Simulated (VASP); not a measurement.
# TaN (WC type) (P-6m2) in VASP: a series of runs, part 2 of 2

VASP 6.6.1.

### Step 3. Single point, PBE

This run uses another cell than the first one, of 10.92 Å³/atom.

File INCAR:

```
SYSTEM = TaN
ALGO = Normal ; EDIFF = 1E-7
ENCUT = 520 ; GGA = PE
ISIF = 2 ; ISMEAR = -1
LASPH = .TRUE. ; LCHARG = .TRUE.
LELF = .TRUE. ; LREAL = .FALSE.
LVHAR = .TRUE. ; LWAVE = .FALSE.
NBANDS = 15 ; NELM = 100
PREC = Accurate ; SIGMA = 0.05
```

File KPOINTS:

```
k-points
0
G
  15 15 13
  0 0 0
```

File POSCAR:

```
TaN
1.0
    2.9501514427      0.0000000000      0.0000000000
   -1.4750757214      2.5549060943      0.0000000000
    0.0000000000      0.0000000000      2.8977266791
Ta N
1 1
Direct
    0.0000000000      0.0000000000      0.0000000000
    0.3333333333      0.6666666667      0.5000000000
```

Potentials or basis: VASP PAW PBE potentials, release 64 (Ta_pv, N).

On the command line:

```bash
$ cat potpaw_PBE.64/Ta_pv/POTCAR potpaw_PBE.64/N/POTCAR > POTCAR
$ mpirun -np 1 vasp_std > vasp.out
```

Run time: 45 s. Hardware: 1 thread of Intel Xeon 8259CL, shared host; peak memory 0.19 GiB.

It converged, with:

| Item | Value |
| --- | --- |
| Free energy | -22.4464 eV |
| Pressure | 0.7 GPa |
| Band gap on the k mesh | zero (bands 8 and 9 overlap by 0.44 eV) |

Stress tensor (GPa, compression positive):
```
0.61 0.00 0.00
0.00 0.61 0.00
0.00 0.00 0.78
```

Levels at points of the mesh, in eV from the Fermi level:
| k point | band 5 | band 6 | band 7 | band 8 | band 9 | band 10 | band 11 | band 12 |
| --- | --- | --- | --- | --- | --- | --- | --- | --- |
| (0.00, 0.00, 0.00) | -4.51 | -4.51 | -4.16 | -2.93 | 2.11 | 3.51 | 3.51 | 3.91 |

Caveat: spin-orbit coupling is left out, which moves the levels of the heavy elements.

### Step 4. Single point, PBE

This run uses another cell than the first one, of 10.92 Å³/atom.

File INCAR:

```
PREC     = Accurate       # precision mode
ENCUT    = 520            # plane-wave cutoff, eV
EDIFF    = 1E-6           # SCF threshold, eV
ISMEAR   = -1             # smearing method
SIGMA    = 0.05           # smearing width, eV
LREAL    = F              # projectors in reciprocal space
LASPH    = T              # aspherical terms in the spheres
NELM     = 60             # most SCF steps
ALGO     = Normal         # electronic algorithm
ISIF     = 2              # what is computed and relaxed
LWAVE    = F              # write WAVECAR
LCHARG   = F              # write CHGCAR
GGA      = PE             # functional
NBANDS   = 15             # bands
```

File KPOINTS:

```
Automatic mesh
0
Gamma
  15 15 13
```

File POSCAR:

```
TaN
1.0
    2.9501514427      0.0000000000      0.0000000000
   -1.4750757214      2.5549060944      0.0000000000
    0.0000000000      0.0000000000      2.8977266791
Ta N
1 1
Direct
    0.0000000000      0.0000000000      0.0000000000
    0.3333333333      0.6666666667      0.5000000000
```

Potentials or basis: VASP PAW PBE potentials, release 64 (Ta_pv, N).

On the command line:

```bash
$ cat potpaw_PBE.64/Ta_pv/POTCAR potpaw_PBE.64/N/POTCAR > POTCAR
$ mpirun -np 1 vasp_std > vasp.out
```

OUTCAR:

```text
PREC = Accurate
   ENCUT = 520
   EDIFF = 1E-6
   ISMEAR = -1
   LREAL = F
   LASPH = T
   NELM = 60
   ISIF = 2
   GGA = PE

 ion  position               nearest neighbor table
   1  0.000  0.000  0.000-   2 2.24   2 2.24   2 2.24   2 2.24   2 2.24   2 2.24
   2  0.333  0.667  0.500-   1 2.24   1 2.24   1 2.24   1 2.24   1 2.24   1 2.24

  LATTYP: Found a hexagonal cell.
 ALAT       =     2.9501514427
 C/A-ratio  =     0.9822298060

  Lattice vectors:

 A1 = (   2.9501514427,   0.0000000000,   0.0000000000)
 A2 = (  -1.4750757214,   2.5549060944,   0.0000000000)
 A3 = (   0.0000000000,   0.0000000000,   2.8977266791)

Analysis of symmetry for initial positions (statically):
=====================================================================
 Subroutine PRICEL returns:
 Original cell was already a primitive cell.

 Routine SETGRP: Setting up the symmetry group for a
 hexagonal supercell.

 Subroutine GETGRP returns: Found 12 space group operations
 (whereof 12 operations were pure point group operations)
 out of a pool of 24 trial point group operations.

The static configuration has the point symmetry D_3h.

[... 173 lines left out ...]
      5       3.6169      2.00000
      6       3.6169      2.00000
      7       3.9647      2.00000
      8       5.1983      2.00000
      9      10.2336      0.00000
     10      11.6324      0.00000
     11      11.6324      0.00000
     12      12.0406      0.00000
     13      12.0406      0.00000
     14      21.1260      0.00000
[... 401 lines left out ...]
      2     -26.9571      2.00000
      3     -26.6285      2.00000
      4      -7.1007      2.00000
      5       0.3220      2.00000
      6       3.0141      2.00000
      7       3.0907      2.00000
      8       6.9112      2.00000
      9       9.6185      0.00000
     10      10.5950      0.00000
     11      11.4503      0.00000
     12      14.9739      0.00000
     13      19.0024      0.00000
     14      20.0044      0.00000
     15      21.4387      0.00000

 [... further k-points ...]

------------------------ aborting loop because EDIFF is reached ----------------------------------------

  FORCE on cell =-STRESS in cart. coord.  units (eV):
  Direction    XX          YY          ZZ          XY          YZ          ZX
  --------------------------------------------------------------------------------------
  -------------------------------------------------------------------------------------
  Total        0.0835208      0.0835208      0.1065640     -0.0000000     -0.0000000     -0.0000000
  in kB        6.1267260      6.1267260      7.8170788     -0.0000000     -0.0000000     -0.0000000
  external PRESSURE =       6.6901770 kB  Pullay stress =       0.0000000 kB

 VOLUME and BASIS-vectors are now :
 -----------------------------------------------------------------------------
  energy-cutoff  :      520.00
  volume of cell :       21.84
      direct lattice vectors                 reciprocal lattice vectors
     2.950151443  0.000000000  0.000000000     0.338965650  0.195701909  0.000000000
    -1.475075721  2.554906094  0.000000000     0.000000000  0.391403818  0.000000000
     0.000000000  0.000000000  2.897726679     0.000000000  0.000000000  0.345098110

 POSITION                                       TOTAL-FORCE (eV/Angst)
 -----------------------------------------------------------------------------------
      0.00000      0.00000      0.00000        -0.000000     -0.000000      0.000000
     -0.00000      1.70327      1.44886         0.000000      0.000000      0.000000
 -----------------------------------------------------------------------------------
    total drift:                                0.000000     -0.000000     -0.000000

  FREE ENERGIE OF THE ION-ELECTRON SYSTEM (eV)
  ---------------------------------------------------
  free  energy   TOTEN  =       -22.4464230798 eV

  energy  without entropy=      -22.4459319462  energy(sigma->0) =      -22.44617751
```

It took 47 s on 1 thread of Intel Xeon 8259CL, shared host; peak memory 0.19 GiB.

What came out:

- Free energy: -22.4464 eV
- Pressure: 0.7 GPa
- Band gap on the k mesh: zero (bands 8 and 9 overlap by 0.44 eV)

Levels at points of the mesh, in eV from the Fermi level:
| k point | band 5 | band 6 | band 7 | band 8 | band 9 | band 10 | band 11 | band 12 |
| --- | --- | --- | --- | --- | --- | --- | --- | --- |
| (0.00, 0.00, 0.00) | -4.51 | -4.51 | -4.16 | -2.93 | 2.11 | 3.51 | 3.51 | 3.91 |

Caveat: spin-orbit coupling is left out, which moves the levels of the heavy elements.

### Step 5. Relaxation of shape and atoms at fixed volume, PBE

This run uses another cell than the first one, of 6.01 Å³/atom.

File INCAR:

```
SYSTEM = TaN
  PREC = Accurate
  ENCUT = 600
  EDIFF = 1E-6
  ISMEAR = -1
  SIGMA = 0.05
  LREAL = .FALSE.
  LASPH = .TRUE.
  NELM = 60
  ALGO = Normal
  ISIF = 4
  LWAVE = .FALSE.
  LCHARG = .FALSE.
  GGA = PE
  IBRION = 2
  NSW = 50
  EDIFFG = -0.005
```

File KPOINTS:

```
Automatic mesh
0
G
  15 15 13
  0 0 0
```

File POSCAR:

```
TaN
1.0
    2.4171218285      0.0000000000      0.0000000000
   -1.2085609143      2.0932889075      0.0000000000
    0.0000000000      0.0000000000      2.3741691046
Ta N
1 1
Direct
    0.0000000000      0.0000000000      0.0000000000
    0.3333333333      0.6666666667      0.5000000000
```

On the command line:

```bash
$ cat potpaw_PBE.64/Ta_pv/POTCAR potpaw_PBE.64/N/POTCAR > POTCAR
$ mpirun -np 1 vasp_std > vasp.out
```

Wall time 70 s (1 thread of Intel Xeon 8259CL, shared host); peak memory 0.16 GiB.

The run converged, but its numbers aren't listed here, since they failed a check.

Caveat: spin-orbit coupling is left out, which moves the levels of the heavy elements.
